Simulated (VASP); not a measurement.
A run of VASP 6.6.1 is set up as follows.

File INCAR:

```
SYSTEM = KF
ALGO     = Normal         ! electronic algorithm
EDIFF    = 1E-6           ! SCF threshold, eV
ENCUT    = 520            ! plane-wave cutoff, eV
GGA      = PE             ! functional
ISIF     = 2              ! what is computed and relaxed
ISMEAR   = 0              ! smearing method
LASPH    = .TRUE.         ! aspherical terms in the spheres
LCHARG   = .TRUE.         ! write CHGCAR
LELF     = .TRUE.         ! ELF
LREAL    = .FALSE.        ! projectors in reciprocal space
LVHAR    = .TRUE.       
LWAVE    = .FALSE.        ! write WAVECAR
NBANDS   = 42             ! bands
NELM     = 80             ! most SCF steps
PREC     = Accurate       ! precision mode
SIGMA    = 0.1            ! smearing width, eV
```

File KPOINTS:

```
k-points
0
G
  4 2 2
  0 0 0
```

The input POSCAR:

```
KF
1.0
    0.0000000000      2.7102548202      2.7102548202
    5.4205096405      2.7102548202     -2.7102548202
   -5.4205096405      2.7102548202     -2.7102548202
K F
4 4
Direct
    0.0000000000      0.2500000000      0.7500000000
    0.5000000000      0.7500000000      0.7500000000
    0.5000000000      0.2500000000      0.2500000000
    0.0000000000      0.7500000000      0.2500000000
    0.0000000000      0.5000000000      0.5000000000
    0.5000000000      0.0000000000      0.5000000000
    0.5000000000      0.5000000000      1.0000000000
    0.0000000000      1.0000000000      1.0000000000
```

Potentials or basis: VASP PAW PBE potentials, release 64 (K_sv, F).

The run is started by

```console
$ cat potpaw_PBE.64/K_sv/POTCAR potpaw_PBE.64/F/POTCAR > POTCAR
$ mpirun -np 1 vasp_std > vasp.out
```

(1) Estimate the band gap on the k mesh.

(2) What does it give for the pressure?

## Answers

(1) 5.95 eV.

(2) 0.0 GPa.

Caveat: the k points lie up to 0.50 Å⁻¹ apart.
